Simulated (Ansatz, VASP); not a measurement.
# SiC: VASP beside Ansatz

File POSCAR:

```
SiC
1.0
    3.0751950059      0.0000000000      0.0000000000
   -1.5375975029      2.6631969967      0.0000000000
    0.0000000000      0.0000000000      5.0481668544
Si C
2 2
Direct
    0.3333333333      0.6666666667      0.0046028828
    0.6666666667      0.3333333333      0.5046028828
    0.4749567290      0.7374783645      0.3540114538
    0.6666666667      0.3333333333      0.8803971172
```

The input INCAR.step1:

```
SYSTEM = SiC
ALGO = Normal ; EDIFF = 1E-4
ENCUT = 520 ; GGA = PE
ISMEAR = 0 ; LASPH = .TRUE.
LCHARG = .FALSE. ; LREAL = .FALSE.
LWAVE = .TRUE. ; NBANDS = 16
NELM = 100 ; PREC = Accurate
SIGMA = 0.05
```

Contents of INCAR.step2:

```
SYSTEM = SiC
ALGO = Normal ; EDIFF = 1E-7
ENCUT = 520 ; ISIF = 2
ISMEAR = 0 ; ISTART = 1
LASPH = .TRUE. ; LCHARG = .FALSE.
LMIXTAU = .TRUE. ; LREAL = .FALSE.
LWAVE = .FALSE. ; METAGGA = R2SCAN
NBANDS = 16 ; NELM = 100
PREC = Accurate ; SIGMA = 0.05
```

KPOINTS

```
k-points
0
G
  12 12 6
  0 0 0
```

Input for Ansatz:

```yaml
crystal:
  lattice:
    - [3.0751950059, 0.0, 0.0]
    - [-1.5375975029, 2.6631969967, 0.0]
    - [0.0, 0.0, 5.0481668544]
  atoms:
    - { symbol: Si, position: [0.3333333333, 0.6666666667, 0.0046028828] }
    - { symbol: Si, position: [0.6666666667, 0.3333333333, 0.5046028828] }
    - { symbol: C, position: [0.474956729, 0.7374783645, 0.3540114538] }
    - { symbol: C, position: [0.6666666667, 0.3333333333, 0.8803971172] }
basis:
  ecutwfc: 500
kpoints:
  mp_grid: { grid: [12, 12, 6] }
hamiltonian:
  xc: r2scan
scf:
  occupations: { method: gaussian, width: 0.05 }
output:
  forces: true
  stress: true
  eigenvalues: true
```

Alike in both runs: task single point; functional r2SCAN; k mesh 12 × 12 × 6; occupations gaussian, width 0.05 eV; no spin polarisation.

```csv
,VASP,Ansatz
version,VASP 6.6.1,Ansatz 0.2.0
potentials or method,"VASP PAW PBE potentials, release 64 (Si, C), cutoff 520 eV","scalar-relativistic, plane waves, PAW"
valence electrons in the cell,16,16
```

```csv
,VASP,Ansatz,Ansatz less VASP
gap on the k mesh at the Fermi level (eV),1.14,1.14,-0.001
least direct gap on the mesh (eV),4.13,4.12,-0.002
pressure (GPa),5.4,5.6,+0.23
"traceless stress, the component that is largest in VASP (GPa)",-5.21,-5.22,-0.005
rms of the force components (eV/Å),1.293,1.292,-0.0001
```

VASP's potentials were made for PBE, not for r2SCAN. Atom by atom the forces differ by 0.005 eV/Å (rms over components). The functional is the same, so the differences come from potentials, cutoffs and numerics.
